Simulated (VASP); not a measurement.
Crystal: HfS2.

```xyz
3
Lattice="3.6397 0.0000 0.0000 -1.8198 3.1520 0.0000 0.0000 0.0000 6.0556" Properties=species:S:1:pos:R:3 pbc="T T T"
Hf    0.0000    0.0000    0.0000
S     1.8198    1.0507    4.6262
S     0.0000    2.1014    1.4294
```

- Program: VASP 6.6.1
- Task: relaxation of cell and atoms
- Functional: PBEsol
- Potentials or basis: VASP PAW PBE potentials, release 64 (Hf_pv, S)
- Cutoff: 500 eV
- k mesh: 12 × 12 × 6
- Occupations: gaussian, width 0.02 eV
- Spin: no spin polarisation

At the start: pressure -1.9 GPa; volume 23.16 Å³/atom.

Problem. Where does the relaxation end?

Solution. Over 18 steps the energy falls by 5.6 meV/atom and the volume is 22.03 Å³/atom (-4.9 %); space group P-3m1 (No. 164, to 0.05 Å).

Step by step:
| step | energy change (eV) | largest force (eV/Å) | pressure (GPa) | volume (Å³) |
| --- | --- | --- | --- | --- |
| 1 | 0.0000 | 0.0643 | -1.94 | 69.47 |
| 2 | 0.0003 | 0.4458 | 2.48 | 66.68 |
| 3 | -0.0106 | 0.1820 | 0.17 | 68.06 |
| 4 | -0.0141 | 0.0773 | 0.02 | 67.92 |
| 5 | -0.0146 | 0.0260 | -0.06 | 67.85 |
| 6 | -0.0147 | 0.0279 | -0.03 | 67.77 |
| 7 | -0.0151 | 0.0331 | 0.03 | 67.53 |
| 8 | -0.0157 | 0.0439 | 0.18 | 67.04 |
| 9 | -0.0162 | 0.0659 | 0.48 | 66.07 |
| 10 | -0.0162 | 0.0632 | 0.47 | 66.06 |
| 11 | -0.0163 | 0.0550 | 0.42 | 66.02 |
| 12 | -0.0165 | 0.0382 | 0.32 | 65.94 |
| 13 | -0.0166 | 0.0048 | 0.13 | 65.79 |
| 14 | -0.0166 | 0.0078 | 0.14 | 65.81 |
| 15 | -0.0166 | 0.0064 | 0.13 | 65.84 |
| 16 | -0.0166 | 0.0023 | 0.08 | 65.93 |
| 17 | -0.0167 | 0.0058 | -0.02 | 66.12 |
| 18 | -0.0167 | 0.0050 | -0.02 | 66.10 |

Final structure:
```xyz
3
Lattice="3.5864 0.0000 0.0000 -1.7932 3.1059 0.0000 0.0000 0.0000 5.9342" Properties=species:S:1:pos:R:3 pbc="T T T"
Hf    0.0000    0.0000    0.0000
S     1.7932    1.0353    4.4859
S     0.0000    2.0706    1.4483
```

Caveat: the PAW data sets were made with another functional, which shifts forces and pressure a little; this functional lacks dispersion, which binds the layers, so the pressure and a relaxed spacing across them are unreliable.
